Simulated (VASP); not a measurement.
Runs of VASP 6.6.1 on YSe2. The structure is that of space group Immm (No. 71), or close to it. The cells are those of the table. 

| cell | gap on the mesh (eV) | pressure (GPa) | largest force (eV/Å) |
| --- | --- | --- | --- |
| a = 7.473 Å, angles 148.6, 135.6, 55.4°, 6 atoms | 0.17 | 2.1 | 0.33 |
| a = 7.395 Å, angles 148.6, 135.6, 55.4°, 6 atoms | 0.15 | (a) | 0.67 |
| a = 7.549 Å, angles 148.6, 135.6, 55.4°, 6 atoms | 0.18 | 0.1 | 0.03 |
| a = 7.624 Å, angles 148.6, 135.6, 55.4°, 6 atoms | (b) | -1.7 | 0.24 |

Alike in all rows: task single point; level PBE; potentials or basis VASP PAW PBE potentials, release 64 (Y_sv, Se); no spin polarisation; k mesh 6 × 6 × 6; cutoff (eV) 520; smearing gaussian 0.01 eV.

Fill in the values left out.

(a) 4.6; (b) 0.19.

Caveats: the cell stands under pressure (at least some runs).

A k mesh can miss the band edges, and the runs leave out spin-orbit coupling on Se, Y.
